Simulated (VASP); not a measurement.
# CdTe (km) (F-43m) in VASP: single point with PBEsol

Aim: the single point of CdTe (km) with PBEsol.

All numbers are computed with VASP 6.6.1; they aren't measurements. Logs are shortened: lines on timing, memory, paths and dates and some standing lists are left out, and cuts for length are marked.

## (1) The cell of the first run

It takes space group F-43m (No. 216, cubic). The conventional cell has a = 6.490 Å, b = 6.490 Å, c = 6.490 Å, α = 90.00°, β = 90.00°, γ = 90.00°. Cd (site symmetry -43m) has 4 Te at 2.81 Å within 3.7 Å. Te (site symmetry -43m) has 4 Cd at 2.81 Å within 3.7 Å.

## (2) Single point, PBEsol

The input, INCAR:

```
PREC = Accurate
ENCUT = 500
EDIFF = 1E-6
ISMEAR = 0
SIGMA = 0.02
LREAL = F
LASPH = T
NELM = 120
ALGO = Normal
ISIF = 2
LWAVE = F
LCHARG = F
GGA = PS
NBANDS = 16
GGA_COMPAT = F
```

The input, KPOINTS:

```
Automatic mesh
0
Gamma
  4 4 4
```

The input, POSCAR:

```
CdTe
1.0
    0.0000000000      3.2448056004      3.2448056004
    3.2448056004      0.0000000000      3.2448056004
    3.2448056004      3.2448056004      0.0000000000
Cd Te
1 1
Direct
    0.0000000000      0.0000000000      0.0000000000
    0.2500000000      0.2500000000      0.2500000000
```

Potentials or basis: VASP PAW PBE potentials, release 64 (Cd, Te).

Command:

```console
$ cat potpaw_PBE.64/Cd/POTCAR potpaw_PBE.64/Te/POTCAR > POTCAR
$ mpirun -np 1 vasp_std > vasp.out
```

OUTCAR:

```text
PREC = Accurate
   ENCUT = 500
   EDIFF = 1E-6
   ISMEAR = 0
   LREAL = F
   LASPH = T
   NELM = 120
   ISIF = 2
   GGA = PS

 ion  position               nearest neighbor table
   1  0.000  0.000  0.000-   2 2.81   2 2.81   2 2.81   2 2.81
   2  0.250  0.250  0.250-   1 2.81   1 2.81   1 2.81   1 2.81

  LATTYP: Found a face centered cubic cell.
 ALAT       =     6.4896112008

  Lattice vectors:

 A1 = (   0.0000000000,   3.2448056004,   3.2448056004)
 A2 = (   3.2448056004,   0.0000000000,   3.2448056004)
 A3 = (   3.2448056004,   3.2448056004,   0.0000000000)

Analysis of symmetry for initial positions (statically):
=====================================================================
 Subroutine PRICEL returns:
 Original cell was already a primitive cell.

 Routine SETGRP: Setting up the symmetry group for a
 face centered cubic supercell.

 Subroutine GETGRP returns: Found 24 space group operations
 (whereof 24 operations were pure point group operations)
 out of a pool of 48 trial point group operations.

The static configuration has the point symmetry T_d .

Analysis of symmetry for dynamics (positions and initial velocities):
=====================================================================
 Subroutine PRICEL returns:
 Original cell was already a primitive cell.

 Routine SETGRP: Setting up the symmetry group for a
 face centered cubic supercell.

 Subroutine GETGRP returns: Found 24 space group operations
 (whereof 24 operations were pure point group operations)
 out of a pool of 48 trial point group operations.

The dynamic configuration has the point symmetry T_d .

 Subroutine INISYM returns: Found 24 space group operations
 (whereof 24 operations are pure point group operations),
 and found     1 'primitive' translations

----------------------------------------------------------------------------------------

                                     Primitive cell

  volume of cell :      68.3276

  direct lattice vectors                    reciprocal lattice vectors
     0.000000000  3.244805600  3.244805600    -0.154092436  0.154092436  0.154092436
     3.244805600  0.000000000  3.244805600     0.154092436 -0.154092436  0.154092436
     3.244805600  3.244805600  0.000000000     0.154092436  0.154092436 -0.154092436

  length of vectors
     4.588848087  4.588848087  4.588848087     0.266895929  0.266895929  0.266895929

  position of ions in fractional coordinates (direct lattice)
     0.000000000  0.000000000  0.000000000
     0.250000000  0.250000000  0.250000000

  ion indices of the primitive-cell ions
   primitive index   ion index
                 1           1
                 2           2

----------------------------------------------------------------------------------------

 KPOINTS: Automatic mesh

Automatic generation of k-mesh.
 Grid dimensions read from file:
 generate k-points for:    4    4    4

 Generating k-lattice:

  Cartesian coordinates                     Fractional coordinates (reciprocal lattice)
    -0.038523109  0.038523109  0.038523109     0.250000000  0.000000000  0.000000000
     0.038523109 -0.038523109  0.038523109     0.000000000  0.250000000  0.000000000
     0.038523109  0.038523109 -0.038523109     0.000000000  0.000000000  0.250000000

  Length of vectors
     0.066723982  0.066723982  0.066723982

  Shift w.r.t. Gamma in fractional coordinates (k-lattice)
     0.000000000  0.000000000  0.000000000

 Subroutine IBZKPT returns following result:
 ===========================================

 Found      8 irreducible k-points:

 Following reciprocal coordinates:
            Coordinates               Weight
  0.000000  0.000000  0.000000      1.000000
  0.250000  0.000000  0.000000      8.000000
  0.500000  0.000000  0.000000      4.000000
  0.250000  0.250000  0.000000      6.000000
  0.500000  0.250000  0.000000     24.000000
 -0.250000  0.250000  0.000000     12.000000
  0.500000  0.500000  0.000000      3.000000
 -0.250000  0.500000  0.250000      6.000000
   k-points           NKPTS =      8   k-points in BZ     NKDIM =      8   number of bands    NBANDS=     16
   number of dos      NEDOS =    301   number of ions     NIONS =      2
   total plane-waves  NPLWV =  46656
   dimension x,y,z NGX =    36 NGY =   36 NGZ =   36
   dimension x,y,z NGXF=    72 NGYF=   72 NGZF=   72
   ions per type =               1   1
   NGX,Y,Z   is equivalent  to a cutoff of  13.04, 13.04, 13.04 a.u.
   NGXF,Y,Z  is equivalent  to a cutoff of  26.08, 26.08, 26.08 a.u.
 SYSTEM =  unknown system
   PREC   = accura    normal or accurate (medium, high low for compatibility)
   ISTART =      0    job   : 0-new  1-cont  2-samecut
   ICHARG =      2    charge: 1-file 2-atom 10-const
   ISPIN  =      1    spin polarized calculation?
   LNONCOLLINEAR =      F non collinear calculations
   LSORBIT =      F    spin-orbit coupling
   LASPH  =      T    aspherical Exc in radial PAW
   ENCUT  =  500.0 eV  36.75 Ry    6.06 a.u.   8.37  8.37  8.37*2*pi/ulx,y,z
   NELM   =    120;   NELMIN=  2; NELMDL= -5     # of ELM steps
   EDIFF  = 0.1E-05   stopping-criterion for ELM
   LREAL  =      F    real-space projection
   EDIFFG = 0.1E-04   stopping-criterion for IOM
   NSW    =      0    number of steps for IOM
   IBRION =     -1    ionic relax: 0-MD 1-quasi-New 2-CG
   NFREE  =      0    steps in history (QN), initial steepest desc. (CG)
   ISIF   =      2    stress and relaxation
   ISYM   =      2    0-nonsym 1-usesym 2-fastsym
   POTIM  = 0.5000    time-step for ionic-motion
   TEBEG  =    0.0;   TEEND  =   0.0 temperature during run
   PSTRESS=    0.0 pullay stress
   NELECT =      18.0000    total number of electrons
   NUPDOWN=      -1.0000    fix difference up-down
   EMIN   =  10.00;   EMAX   =-10.00  energy-range for DOS
   EFERMI =   0.00;   METHOD = LEGACY
   ISMEAR =     0;   SIGMA  =   0.02  broadening in eV -4-tet -1-fermi 0-gaus
   EFERMI_NEDOS =   21; number of points for ismear=-14 and -15
   IALGO  =     38    algorithm
   IMIX   =      4    mixing-type and parameters
     AMIX     =   0.40;   BMIX     =  1.00
     AMIX_MAG =   1.60;   BMIX_MAG =  1.00
  volume/ion in A,a.u.               =      34.16       230.55
  Fermi-wavevector in a.u.,A,eV,Ry     =   1.049463  1.983197 14.985074  1.101372
  Thomas-Fermi vector in A             =   2.184426
   LORBIT       =      0    0 simple, 1 ext, 2 COOP (PROOUT), +10 PAW based schemes
   GGA     = PS    functional components
   LHFCALC =     F    Hartree Fock is set to
   AEXX    =    0.0000 exact exchange contribution
   IVDW    =     0    specifies the selected vdW correction
   LEPSILON=     F    determine dielectric tensor
   LRPA    =     F    only Hartree local field effects (RPA)
 non-spin polarized calculation
 Gauss-broadening in eV      SIGMA  =   0.02
  energy-cutoff  :      500.00
  volume of cell :       68.33
 maximum number of plane-waves:      1759
 NGX is ok and might be reduce to    36
   NGX = 17   NGY = 17   NGZ = 17

 number of electron      17.9999997 magnetization

 Free energy of the ion-electron system (eV)
  ---------------------------------------------------
  ext. energy  EPLUGINS =         0.00000000
  ---------------------------------------------------
  free energy    TOTEN  =        -5.42315918 eV

  energy without entropy =       -5.42315918  energy(sigma->0) =       -5.42315918

 E-fermi :   2.2974     XC(G=0):  -8.7498

 val. band max:        2.2038035825   @ k =   0.0000   0.0000   0.0000
 cond. band min:       2.8397901158   @ k =   0.0000   0.0000   0.0000
 fundamental gap:      0.6359865332
 Fermi energy:         2.2973649678

 k-point     1 :       0.0000    0.0000    0.0000
  band No.  band energies     occupation
      1      -8.9808      2.00000
      2      -6.0706      2.00000
      3      -6.0706      2.00000
      4      -6.0706      2.00000
      5      -5.8111      2.00000
      6      -5.8111      2.00000
      7       2.2038      2.00000
      8       2.2038      2.00000
      9       2.2038      2.00000
     10       2.8398      0.00000
     11       6.7312      0.00000
     12       6.7312      0.00000
     13       6.7312      0.00000
     14       9.4871      0.00000
     15      11.5259      0.00000
     16      11.5259      0.00000

 k-point     2 :       0.2500    0.0000    0.0000
  band No.  band energies     occupation
      1      -8.7786      2.00000
      2      -6.0349      2.00000
      3      -6.0349      2.00000
      4      -5.8751      2.00000
      5      -5.8115      2.00000
      6      -5.8115      2.00000
      7      -0.5618      2.00000
      8       1.7712      2.00000
      9       1.7712      2.00000
     10       4.0913      0.00000
     11       7.2820      0.00000
     12       7.2820      0.00000
     13       7.4634      0.00000
     14      10.3379      0.00000
     15      10.5746      0.00000
     16      10.5746      0.00000

 k-point     3 :       0.5000    0.0000    0.0000
  band No.  band energies     occupation
      1      -8.5785      2.00000
      2      -6.0076      2.00000
      3      -6.0076      2.00000
      4      -5.8021      2.00000
      5      -5.8021      2.00000
      6      -5.4633      2.00000
      7      -2.2607      2.00000
      8       1.4232      2.00000
      9       1.4232      2.00000
     10       3.9165      0.00000
     11       7.3159      0.00000
     12       7.3159      0.00000
     13       9.1232      0.00000
     14      10.7086      0.00000
     15      12.4401      0.00000
     16      12.4401      0.00000

 k-point     4 :       0.2500    0.2500    0.0000
  band No.  band energies     occupation
      1      -8.7130      2.00000
      2      -5.9934      2.00000
      3      -5.9934      2.00000
      4      -5.9140      2.00000
      5      -5.7958      2.00000
      6      -5.7841      2.00000
      7      -0.5047      2.00000
      8       1.1070      2.00000
      9       1.1070      2.00000
     10       5.0714      0.00000
     11       5.4206      0.00000
     12       8.6025      0.00000
     13       8.6025      0.00000
     14       8.8974      0.00000
     15      12.0592      0.00000
     16      12.6955      0.00000

 k-point     5 :       0.5000    0.2500    0.0000
  band No.  band energies     occupation
      1      -8.5181      2.00000
      2      -5.9747      2.00000
      3      -5.9554      2.00000
      4      -5.8524      2.00000
      5      -5.7950      2.00000
      6      -5.4098      2.00000
      7      -1.9120      2.00000
      8       0.1004      2.00000
      9       0.8152      2.00000
     10       5.0780      0.00000
     11       6.6247      0.00000
     12       8.2706      0.00000
     13       8.8758      0.00000
     14      11.1022      0.00000
     15      12.6625      0.00000
     16      13.0984      0.00000

 k-point     6 :      -0.2500    0.2500    0.0000
  band No.  band energies     occupation
      1      -8.5814      2.00000
      2      -5.9908      2.00000
      3      -5.9894      2.00000
      4      -5.8192      2.00000
      5      -5.8187      2.00000
      6      -5.5409      2.00000
      7      -1.5464      2.00000
      8       0.0318      2.00000
      9       1.3908      2.00000
     10       5.2602      0.00000
     11       7.3167      0.00000
     12       7.7437      0.00000
     13       7.9811      0.00000
     14      10.1561      0.00000
     15      11.6193      0.00000
     16      13.1942      0.00000

 k-point     7 :       0.5000    0.5000    0.0000
  band No.  band energies     occupation
      1      -8.4559      2.00000
      2      -5.9169      2.00000
      3      -5.9071      2.00000
      4      -5.9071      2.00000
      5      -5.7804      2.00000
      6      -5.3264      2.00000
      7      -2.1415      2.00000
      8       0.3256      2.00000
      9       0.3256      2.00000
     10       4.6845      0.00000
     11       4.7888      0.00000
     12      10.9073      0.00000
     13      11.2404      0.00000
     14      11.2404      0.00000
     15      13.0022      0.00000
     16      13.7003      0.00000

 k-point     8 :      -0.2500    0.5000    0.2500
  band No.  band energies     occupation
      1      -8.4576      2.00000
      2      -5.9482      2.00000
      3      -5.9432      2.00000
      4      -5.8407      2.00000
      5      -5.8110      2.00000
      6      -5.2434      2.00000
      7      -2.0186      2.00000
      8      -0.1431      2.00000
      9      -0.0191      2.00000
     10       6.4015      0.00000
     11       6.7811      0.00000
     12       7.6591      0.00000
     13       8.3876      0.00000
     14      11.7530      0.00000
     15      13.2584      0.00000
     16      13.3801      0.00000

------------------------ aborting loop because EDIFF is reached ----------------------------------------

  FORCE on cell =-STRESS in cart. coord.  units (eV):
  Direction    XX          YY          ZZ          XY          YZ          ZX
  --------------------------------------------------------------------------------------
  -------------------------------------------------------------------------------------
  Total        0.1692201      0.1692201      0.1692201      0.0000000     -0.0000000      0.0000000
  in kB        3.9679521      3.9679521      3.9679521      0.0000000     -0.0000000      0.0000000
  external PRESSURE =       3.9679521 kB  Pullay stress =       0.0000000 kB

 VOLUME and BASIS-vectors are now :
 -----------------------------------------------------------------------------
  energy-cutoff  :      500.00
  volume of cell :       68.33
      direct lattice vectors                 reciprocal lattice vectors
     0.000000000  3.244805600  3.244805600    -0.154092436  0.154092436  0.154092436
     3.244805600  0.000000000  3.244805600     0.154092436 -0.154092436  0.154092436
     3.244805600  3.244805600  0.000000000     0.154092436  0.154092436 -0.154092436

 POSITION                                       TOTAL-FORCE (eV/Angst)
 -----------------------------------------------------------------------------------
      0.00000      0.00000      0.00000         0.000000     -0.000000     -0.000000
      1.62240      1.62240      1.62240        -0.000000      0.000000      0.000000
 -----------------------------------------------------------------------------------
    total drift:                                0.000000      0.000000      0.000000

  FREE ENERGIE OF THE ION-ELECTRON SYSTEM (eV)
  ---------------------------------------------------
  free  energy   TOTEN  =        -5.4231591758 eV

  energy  without entropy=       -5.4231591758  energy(sigma->0) =       -5.42315918
```

It took 12 s on 1 thread of AMD EPYC 9R45 (Zen 5), shared host; peak memory 0.17 GiB.

Results:

```yaml
Free_energy: -5.4232 eV
Pressure: 0.4 GPa
Band_gap_on_the_k_mesh: 0.64 eV, direct
```

Levels at points of the mesh, in eV from the valence-band top:
```csv
k point,band 7,band 8,band 9,band 10,band 11,band 12
"(0.00, 0.00, 0.00)",0.00,0.00,0.00,0.64,4.53,4.53
"(0.50, 0.00, 0.00)",-4.46,-0.78,-0.78,1.71,5.11,5.11
"(0.50, 0.50, 0.00)",-4.35,-1.88,-1.88,2.48,2.58,8.70
```

Caveat: the PAW data sets were made with another functional, which shifts forces and pressure a little; spin-orbit coupling is left out, which moves the levels of the heavy elements.
